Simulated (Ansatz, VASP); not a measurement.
**InSb3: VASP beside Ansatz**

The input INCAR:

```
PREC = Accurate
ENCUT = 520
EDIFF = 1E-7
ISMEAR = 0
SIGMA = 0.15
LREAL = False
LASPH = True
NELM = 80
ALGO = Normal
ISIF = 2
LWAVE = False
LCHARG = True
GGA = PE
LELF = True
LVHAR = True
NBANDS = 22
```

Contents of KPOINTS:

```
Automatic mesh
0
Gamma
  8 8 8
```

File POSCAR:

```
InSb3
1.0
    4.8620013280     -0.0560815005     -0.0560815005
   -0.0560815005      4.8620013280     -0.0560815005
   -0.0560815005     -0.0560815005      4.8620013280
In Sb
1 3
Direct
    0.0000000000      0.0000000000      0.0000000000
    0.5000000000      0.0000000000      0.5000000000
    0.0000000000      0.5000000000      0.5000000000
    0.5000000000      0.5000000000      0.0000000000
```

Input for Ansatz:

```yaml
crystal:
  lattice:
    - [4.862001328, -0.0560815005, -0.0560815005]
    - [-0.0560815005, 4.862001328, -0.0560815005]
    - [-0.0560815005, -0.0560815005, 4.862001328]
  atoms:
    - { symbol: In, position: [0.0, 0.0, 0.0] }
    - { symbol: Sb, position: [0.5, 0.0, 0.5] }
    - { symbol: Sb, position: [0.0, 0.5, 0.5] }
    - { symbol: Sb, position: [0.5, 0.5, 0.0] }
basis:
  ecutwfc: 420
kpoints:
  mp_grid: { grid: [8, 8, 8] }
hamiltonian:
  xc: pbe
  pseudopotentials: { kind: paw, azcp: { folder: soft_1 } }
scf:
  occupations: { method: gaussian, width: 0.15 }
output:
  forces: true
  stress: true
  eigenvalues: true
```

Change from the starting cell: equal engineering shear yz, xz and xy -0.0233, equal normal strain along x, y and z +0.0100.

Alike in both runs: task single point; functional PBE; k mesh 8 × 8 × 8; occupations gaussian, width 0.15 eV; no spin polarisation.

|  | VASP | Ansatz |
| --- | --- | --- |
| version | VASP 6.6.1 | Ansatz 0.2.0 |
| potentials or method | VASP PAW PBE potentials, release 64 (In_d, Sb), cutoff 520 eV | scalar-relativistic, plane waves, PAW |
| valence electrons in the cell | 28 | 58 |

```csv
,VASP,Ansatz,Ansatz less VASP
gap on the k mesh at the Fermi level (eV),none,none,-
pressure (GPa),-1.4,-1.3,+0.09
"traceless stress, the component that is largest in VASP (GPa)",0.39,0.39,+0.001
```

A gap of «none» marks a metal or a gap that the smearing closes. VASP's potentials hold 28 valence electrons a cell and Ansatz's 58, so a difference there can come from the potentials and not from the codes.

Spin-orbit coupling is off throughout.
